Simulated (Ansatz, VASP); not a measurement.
# In2SbAs in VASP and in Ansatz

The input INCAR:

```
SYSTEM = In2SbAs
ALGO = Normal
EDIFF = 1E-6
ENCUT = 520
GGA = PE
ISIF = 2
ISMEAR = -1
LASPH = .True.
LCHARG = .False.
LREAL = .False.
LWAVE = .False.
NBANDS = 46
NELM = 60
PREC = Accurate
SIGMA = 0.02
```

The input KPOINTS:

```
k-points
0
Gamma
  6 6 6
  0 0 0
```

Contents of POSCAR:

```
In2SbAs
1.0
   -3.2400901083      3.2400901083      6.4554002076
    3.2400901083     -3.2400901083      6.4554002076
    3.2400901083      3.2400901083     -6.4554002076
As In Sb
2 4 2
Direct
    0.0000000000      0.0000000000      0.0000000000
    0.2500000000      0.7500000000      0.5000000000
    0.6250000000      0.6472307510      0.5222307510
    0.8972307510      0.3750000000      0.0222307510
    0.1250000000      0.1027692490      0.4777692490
    0.3527692490      0.8750000000     -0.0222307510
    0.5000000000      0.5000000000      0.0000000000
    0.7500000000      0.2500000000      0.5000000000
```

Input for Ansatz:

```yaml
crystal:
  lattice:
    - [-3.2400901083, 3.2400901083, 6.4554002076]
    - [3.2400901083, -3.2400901083, 6.4554002076]
    - [3.2400901083, 3.2400901083, -6.4554002076]
  atoms:
    - { symbol: As, position: [0.0, 0.0, 0.0] }
    - { symbol: In, position: [0.625, 0.647230751, 0.522230751] }
    - { symbol: As, position: [0.25, 0.75, 0.5] }
    - { symbol: In, position: [0.897230751, 0.375, 0.022230751] }
    - { symbol: Sb, position: [0.5, 0.5, 0.0] }
    - { symbol: In, position: [0.125, 0.102769249, 0.477769249] }
    - { symbol: Sb, position: [0.75, 0.25, 0.5] }
    - { symbol: In, position: [0.352769249, 0.875, -0.022230751] }
kpoints:
  mp_grid: { grid: [6, 6, 6] }
hamiltonian:
  xc: pbe
scf:
  occupations: { method: fermi_dirac, width: 0.02 }
  n_extra_bands: 6
output:
  forces: true
  stress: true
  eigenvalues: true
```

Alike in both runs: task single point; functional PBE; k mesh 6 × 6 × 6; occupations fermi-dirac, width 0.02 eV; no spin polarisation.

|  | VASP | Ansatz |
| --- | --- | --- |
| version | VASP 6.6.1 | Ansatz 0.2.0 |
| potentials or method | VASP PAW PBE potentials, release 64 (As, In_d, Sb) | plane waves, PAW |
| plane-wave cutoff (eV) | 520 | 420 |
| valence electrons in the cell | 72 | 112 |

|  | VASP | Ansatz | Ansatz less VASP |
| --- | --- | --- | --- |
| pressure (GPa) | -1.2 | -1.2 | 0.00 |
| rms of the force components (eV/Å) | 0.006 | 0.004 | -0.0020 |

VASP's potentials hold 72 valence electrons a cell and Ansatz's 112, so a difference there can come from the potentials and not from the codes.

Neither program's run includes spin-orbit coupling.
